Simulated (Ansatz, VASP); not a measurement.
## One calculation of SiC, two programs

File INCAR:

```
  PREC = Accurate
  ENCUT = 520
  EDIFF = 1E-6
  ISMEAR = 0
  SIGMA = 0.05
  LREAL = False
  LASPH = True
  NELM = 100
  ALGO = Normal
  ISIF = 2
  LWAVE = False
  LCHARG = False
  GGA = PE
  NBANDS = 11
```

File KPOINTS:

```
Automatic mesh
0
Gamma
  20 20 20
```

The input POSCAR:

```
SiC
1.0
    0.0000000000      1.7838245190      1.7838245190
    1.7838245190      0.0000000000      1.7838245190
    1.7838245190      1.7838245190      0.0000000000
C Si
1 1
Direct
    0.0000000000      0.0000000000      0.0000000000
    0.5000000000      0.5000000000      0.5000000000
```

Input for Ansatz:

```yaml
crystal:
  lattice:
    - [0.0, 1.783824519, 1.783824519]
    - [1.783824519, 0.0, 1.783824519]
    - [1.783824519, 1.783824519, 0.0]
  atoms:
    - { symbol: C, position: [0.0, 0.0, 0.0] }
    - { symbol: Si, position: [0.5, 0.5, 0.5] }
basis:
  ecutwfc: 420
  ecutrho_ratio: 4
kpoints:
  mp_grid: { grid: [20, 20, 20] }
hamiltonian:
  xc: pbe
scf:
  occupations: { method: gaussian, width: 0.05 }
output:
  forces: true
  stress: true
  eigenvalues: true
```

Alike in both runs: task single point; functional PBE; k mesh 20 × 20 × 20; occupations gaussian, width 0.05 eV; no spin polarisation.

|  | VASP | Ansatz |
| --- | --- | --- |
| version | VASP 6.6.1 | Ansatz 0.2.0 |
| potentials or method | VASP PAW PBE potentials, release 64 (C, Si), cutoff 520 eV | scalar-relativistic, plane waves, PAW |
| valence electrons in the cell | 8 | 8 |

|  | VASP | Ansatz | Ansatz less VASP |
| --- | --- | --- | --- |
| gap on the k mesh at the Fermi level (eV) | 0.45 | 0.48 | +0.034 |
| least direct gap on the mesh (eV) | 6.44 | 6.46 | +0.025 |
